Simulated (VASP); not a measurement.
# KBr (I-4m2) in VASP: a series of runs

The runs below take KBr through single point, with PBE, r2SCAN, HSE06.

All numbers are computed with VASP 6.6.1; they aren't measurements. Logs are shortened: lines on timing, memory, paths and dates and some standing lists are left out, and cuts for length are marked.

## (1) The cell of the first run

Symmetry: I-4m2, No. 119, tetragonal system. Conventional cell: a = 4.912 Å, b = 4.912 Å, c = 7.377 Å, α = 90.00°, β = 90.00°, γ = 90.00°. Within 4.0 Å of K (site symmetry -4m2) lie 4 Br at 3.07 Å. Within 4.0 Å of Br (site symmetry -4m2) lie 4 K at 3.07 Å.

## (2) Single point, PBE (biaxial xy strain -5.8%)

Input file INCAR:

```
  PREC = Accurate
  ENCUT = 520
  EDIFF = 1E-6
  ISMEAR = -1
  SIGMA = 0.02
  LREAL = F
  LASPH = T
  NELM = 80
  ALGO = Normal
  ISIF = 2
  LWAVE = F
  LCHARG = T
  GGA = PE
  LELF = T
  LVHAR = T
  NBANDS = 15
```

Input file KPOINTS:

```
regular mesh
0
Gamma
  6 6 6
```

Input file POSCAR:

```
KBr
1.0
    0.0000000000      3.4736402634      3.6882992816
    3.4736402634      0.0000000000      3.6882992816
    3.4736402634      3.4736402634      0.0000000000
K Br
1 1
Direct
    0.0000000000      0.0000000000      0.0000000000
    0.2500000000      0.2500000000      0.2500000000
```

Potentials or basis: VASP PAW PBE potentials, release 64 (K_sv, Br).

Run with:

```sh
cat potpaw_PBE.64/K_sv/POTCAR potpaw_PBE.64/Br/POTCAR > POTCAR
mpirun -np 1 vasp_std > vasp.out
```

OUTCAR:

```text
PREC = Accurate
   ENCUT = 520
   EDIFF = 1E-6
   ISMEAR = -1
   LREAL = F
   LASPH = T
   NELM = 80
   ISIF = 2
   GGA = PE

 ion  position               nearest neighbor table
   1  0.000  0.000  0.000-   2 3.07   2 3.07   2 3.07   2 3.07
   2  0.250  0.250  0.250-   1 3.07   1 3.07   1 3.07   1 3.07

  LATTYP: Found a body centered tetragonal cell.
 ALAT       =     4.9124691713
 C/A-ratio  =     1.5016070953

  Lattice vectors:

 A1 = (  -3.4736402634,   0.0000000000,   3.6882992816)
 A2 = (   3.4736402634,   0.0000000000,   3.6882992816)
 A3 = (   0.0000000000,   3.4736402634,  -3.6882992816)

Analysis of symmetry for initial positions (statically):
=====================================================================
 Subroutine PRICEL returns:
 Original cell was already a primitive cell.

 Routine SETGRP: Setting up the symmetry group for a
 body centered tetragonal supercell.

 Subroutine GETGRP returns: Found  8 space group operations
 (whereof  8 operations were pure point group operations)
 out of a pool of 16 trial point group operations.

The static configuration has the point symmetry D_2d.

Analysis of symmetry for dynamics (positions and initial velocities):
=====================================================================
 Subroutine PRICEL returns:
 Original cell was already a primitive cell.

 Routine SETGRP: Setting up the symmetry group for a
 body centered tetragonal supercell.

 Subroutine GETGRP returns: Found  8 space group operations
 (whereof  8 operations were pure point group operations)
 out of a pool of 16 trial point group operations.

The dynamic configuration has the point symmetry D_2d.

 Subroutine INISYM returns: Found  8 space group operations
 (whereof  8 operations are pure point group operations),
 and found     1 'primitive' translations

----------------------------------------------------------------------------------------

                                     Primitive cell

  volume of cell :      89.0073

  direct lattice vectors                    reciprocal lattice vectors
     0.000000000  3.473640263  3.688299282    -0.143941215  0.143941215  0.135563836
     3.473640263  0.000000000  3.688299282     0.143941215 -0.143941215  0.135563836
     3.473640263  3.473640263  0.000000000     0.143941215  0.143941215 -0.135563836

  length of vectors
     5.066530200  5.066530200  4.912469171     0.244572485  0.244572485  0.244572485

  position of ions in fractional coordinates (direct lattice)
     0.000000000  0.000000000  0.000000000
     0.250000000  0.250000000  0.250000000

  ion indices of the primitive-cell ions
   primitive index   ion index
                 1           1
                 2           2

----------------------------------------------------------------------------------------

 KPOINTS: regular mesh

Automatic generation of k-mesh.
 Grid dimensions read from file:
 generate k-points for:    6    6    6

 Generating k-lattice:

  Cartesian coordinates                     Fractional coordinates (reciprocal lattice)
    -0.023990203  0.023990203  0.022593973     0.166666667  0.000000000  0.000000000
     0.023990203 -0.023990203  0.022593973     0.000000000  0.166666667  0.000000000
     0.023990203  0.023990203 -0.022593973     0.000000000  0.000000000  0.166666667

  Length of vectors
     0.040762081  0.040762081  0.040762081

  Shift w.r.t. Gamma in fractional coordinates (k-lattice)
     0.000000000  0.000000000  0.000000000

 Subroutine IBZKPT returns following result:
 ===========================================

 Found     30 irreducible k-points:

 Following reciprocal coordinates:
            Coordinates               Weight
  0.000000  0.000000  0.000000      1.000000
  0.166667  0.000000  0.000000      8.000000
  0.333333  0.000000  0.000000      8.000000
  0.500000  0.000000  0.000000      4.000000
  0.166667  0.166667  0.000000      2.000000
  0.333333  0.166667  0.000000      8.000000
[... 16 lines left out ...]
  0.333333  0.000000  0.333333      4.000000
  0.500000 -0.000000  0.333333     16.000000
 [... further k-points ...]
   k-points           NKPTS =     30   k-points in BZ     NKDIM =     30   number of bands    NBANDS=     15
   number of dos      NEDOS =    301   number of ions     NIONS =      2
   total plane-waves  NPLWV =  64000
   dimension x,y,z NGX =    40 NGY =   40 NGZ =   40
   dimension x,y,z NGXF=    80 NGYF=   80 NGZF=   80
   ions per type =               1   1
   NGX,Y,Z   is equivalent  to a cutoff of  13.13, 13.13, 13.54 a.u.
   NGXF,Y,Z  is equivalent  to a cutoff of  26.25, 26.25, 27.07 a.u.
 SYSTEM =  unknown system
   PREC   = accura    normal or accurate (medium, high low for compatibility)
   ISTART =      0    job   : 0-new  1-cont  2-samecut
   ICHARG =      2    charge: 1-file 2-atom 10-const
   ISPIN  =      1    spin polarized calculation?
   LNONCOLLINEAR =      F non collinear calculations
   LSORBIT =      F    spin-orbit coupling
   LASPH  =      T    aspherical Exc in radial PAW
   ENCUT  =  520.0 eV  38.22 Ry    6.18 a.u.   9.42  9.42  9.13*2*pi/ulx,y,z
   NELM   =     80;   NELMIN=  2; NELMDL= -5     # of ELM steps
   EDIFF  = 0.1E-05   stopping-criterion for ELM
   LREAL  =      F    real-space projection
   EDIFFG = 0.1E-04   stopping-criterion for IOM
   NSW    =      0    number of steps for IOM
   IBRION =     -1    ionic relax: 0-MD 1-quasi-New 2-CG
   NFREE  =      0    steps in history (QN), initial steepest desc. (CG)
   ISIF   =      2    stress and relaxation
   ISYM   =      2    0-nonsym 1-usesym 2-fastsym
   POTIM  = 0.5000    time-step for ionic-motion
   TEBEG  =    0.0;   TEEND  =   0.0 temperature during run
   PSTRESS=    0.0 pullay stress
   NELECT =      16.0000    total number of electrons
   NUPDOWN=      -1.0000    fix difference up-down
   EMIN   =  10.00;   EMAX   =-10.00  energy-range for DOS
   EFERMI =   0.00;   METHOD = LEGACY
   ISMEAR =    -1;   SIGMA  =   0.02  broadening in eV -4-tet -1-fermi 0-gaus
   EFERMI_NEDOS =   21; number of points for ismear=-14 and -15
   IALGO  =     38    algorithm
   IMIX   =      4    mixing-type and parameters
     AMIX     =   0.40;   BMIX     =  1.00
     AMIX_MAG =   1.60;   BMIX_MAG =  1.00
  volume/ion in A,a.u.               =      44.50       300.33
  Fermi-wavevector in a.u.,A,eV,Ry     =   0.923931  1.745976 11.614593  0.853649
  Thomas-Fermi vector in A             =   2.049622
   LORBIT       =      0    0 simple, 1 ext, 2 COOP (PROOUT), +10 PAW based schemes
   GGA     = PE    functional components
   LHFCALC =     F    Hartree Fock is set to
   AEXX    =    0.0000 exact exchange contribution
   IVDW    =     0    specifies the selected vdW correction
   LEPSILON=     F    determine dielectric tensor
   LRPA    =     F    only Hartree local field effects (RPA)
 non-spin polarized calculation
  energy-cutoff  :      520.00
  volume of cell :       89.01
 maximum number of plane-waves:      2417
 NGX is ok and might be reduce to    40
   NGX = 19   NGY = 19   NGZ = 19

 number of electron      16.0000000 magnetization

 Free energy of the ion-electron system (eV)
  ---------------------------------------------------
  ext. energy  EPLUGINS =         0.00000000
  ---------------------------------------------------
  free energy    TOTEN  =        -5.96366605 eV

  energy without entropy =       -5.96366605  energy(sigma->0) =       -5.96366605

 E-fermi :  -2.2979     XC(G=0):  -6.3490

 val. band max:       -2.7916520887   @ k =  -0.3333   0.3333   0.0000
 cond. band min:       1.6558670044   @ k =   0.0000   0.0000   0.0000
 fundamental gap:      4.4475190931
 Fermi energy:        -2.2979440505

 k-point     1 :       0.0000    0.0000    0.0000
  band No.  band energies     occupation
      1     -30.3151      2.00000
      2     -14.7617      2.00000
      3     -13.8339      2.00000
      4     -13.8339      2.00000
      5     -13.8297      2.00000
      6      -2.8871      2.00000
      7      -2.8552      2.00000
      8      -2.8552      2.00000
      9       1.6559      0.00000
     10       5.7454      0.00000
     11       6.1970      0.00000
     12       6.9525      0.00000
     13       7.2242      0.00000
     14       7.2242      0.00000
     15       7.8489      0.00000

 k-point     2 :       0.1667    0.0000    0.0000
  band No.  band energies     occupation
      1     -30.3144      2.00000
      2     -14.8283      2.00000
      3     -13.8361      2.00000
      4     -13.8347      2.00000
      5     -13.7567      2.00000
      6      -3.0052      2.00000
      7      -2.8726      2.00000
      8      -2.8413      2.00000
      9       2.1383      0.00000
     10       5.5355      0.00000
     11       5.8676      0.00000
     12       6.8185      0.00000
     13       7.1892      0.00000
     14       7.6411      0.00000
     15       7.7164      0.00000

 k-point     3 :       0.3333    0.0000    0.0000
  band No.  band energies     occupation
      1     -30.3129      2.00000
      2     -14.9382      2.00000
      3     -13.8414      2.00000
      4     -13.8405      2.00000
      5     -13.6299      2.00000
      6      -3.2161      2.00000
      7      -2.8706      2.00000
      8      -2.8146      2.00000
      9       3.1720      0.00000
     10       5.3870      0.00000
     11       5.5495      0.00000
     12       5.6795      0.00000
     13       7.1965      0.00000
     14       7.3114      0.00000
     15       7.4412      0.00000

 k-point     4 :       0.5000    0.0000    0.0000
  band No.  band energies     occupation
      1     -30.3121      2.00000
      2     -14.9853      2.00000
      3     -13.8447      2.00000
      4     -13.8427      2.00000
      5     -13.5746      2.00000
      6      -3.2987      2.00000
      7      -2.8700      2.00000
      8      -2.8017      2.00000
      9       4.0209      0.00000
     10       4.4991      0.00000
     11       5.4844      0.00000
     12       5.7141      0.00000
     13       6.9723      0.00000
     14       7.1953      0.00000
     15       7.9231      0.00000
[... 307 lines left out ...]
 k-point    22 :      -0.3333    0.5000    0.1667
  band No.  band energies     occupation
      1     -30.3114      2.00000
      2     -15.0507      2.00000
      3     -13.8645      2.00000
      4     -13.8599      2.00000
      5     -13.4608      2.00000
      6      -3.2678      2.00000
      7      -2.9403      2.00000
      8      -2.8189      2.00000
      9       3.5114      0.00000
     10       4.5043      0.00000
     11       6.5293      0.00000
     12       6.6210      0.00000
     13       6.8972      0.00000
     14       7.2082      0.00000
     15       7.8037      0.00000

 k-point    23 :       0.3333    0.0000    0.3333
  band No.  band energies     occupation
      1     -30.3120      2.00000
      2     -14.9743      2.00000
      3     -13.8588      2.00000
      4     -13.8474      2.00000
      5     -13.5700      2.00000
      6      -3.2702      2.00000
      7      -2.8789      2.00000
      8      -2.8438      2.00000
      9       3.4117      0.00000
     10       4.4750      0.00000
     11       6.0592      0.00000
     12       6.8114      0.00000
     13       7.0487      0.00000
     14       7.3292      0.00000
     15       8.3882      0.00000

 k-point    24 :       0.5000   -0.0000    0.3333
  band No.  band energies     occupation
      1     -30.3112      2.00000
      2     -15.0166      2.00000
      3     -13.8668      2.00000
      4     -13.8532      2.00000
      5     -13.5114      2.00000
      6      -3.2825      2.00000
      7      -2.9187      2.00000
      8      -2.8537      2.00000
      9       3.5408      0.00000
     10       4.5202      0.00000
     11       6.2213      0.00000
     12       6.4612      0.00000
     13       7.3424      0.00000
     14       7.4380      0.00000
     15       7.9593      0.00000

 [... further k-points ...]
[... 5 lines left out ...]
  --------------------------------------------------------------------------------------
  -------------------------------------------------------------------------------------
  Total        1.0249971      1.0249971      1.0979482      0.0000000      0.0000000     -0.0000000
  in kB       18.4504688     18.4504688     19.7636250      0.0000000      0.0000000     -0.0000000
  external PRESSURE =      18.8881876 kB  Pullay stress =       0.0000000 kB

 VOLUME and BASIS-vectors are now :
 -----------------------------------------------------------------------------
  energy-cutoff  :      520.00
  volume of cell :       89.01
      direct lattice vectors                 reciprocal lattice vectors
     0.000000000  3.473640263  3.688299282    -0.143941215  0.143941215  0.135563836
     3.473640263  0.000000000  3.688299282     0.143941215 -0.143941215  0.135563836
     3.473640263  3.473640263  0.000000000     0.143941215  0.143941215 -0.135563836

 POSITION                                       TOTAL-FORCE (eV/Angst)
 -----------------------------------------------------------------------------------
      0.00000      0.00000      0.00000         0.000000      0.000000     -0.000000
      1.73682      1.73682      1.84415        -0.000000     -0.000000      0.000000
 -----------------------------------------------------------------------------------
    total drift:                               -0.000000     -0.000000     -0.000000

  FREE ENERGIE OF THE ION-ELECTRON SYSTEM (eV)
  ---------------------------------------------------
  free  energy   TOTEN  =        -5.9636660537 eV

  energy  without entropy=       -5.9636660537  energy(sigma->0) =       -5.96366605
```

Run time: 18 s. Hardware: 1 thread of Intel Xeon 6975P-C (Granite Rapids), shared host; peak memory 0.25 GiB.

Results:

```yaml
Free_energy: -5.9637 eV
Pressure: 1.9 GPa
Band_gap_on_the_k_mesh: 4.45 eV, indirect (least direct gap 4.51 eV)
```

Stress tensor (GPa, compression positive):
```
1.85 0.00 0.00
0.00 1.85 0.00
0.00 0.00 1.98
```

Caveat: the cell differs from its parent crystal (biaxial xy strain -5.8%). A k mesh can miss the band edges.

[end of part 1 of 2]
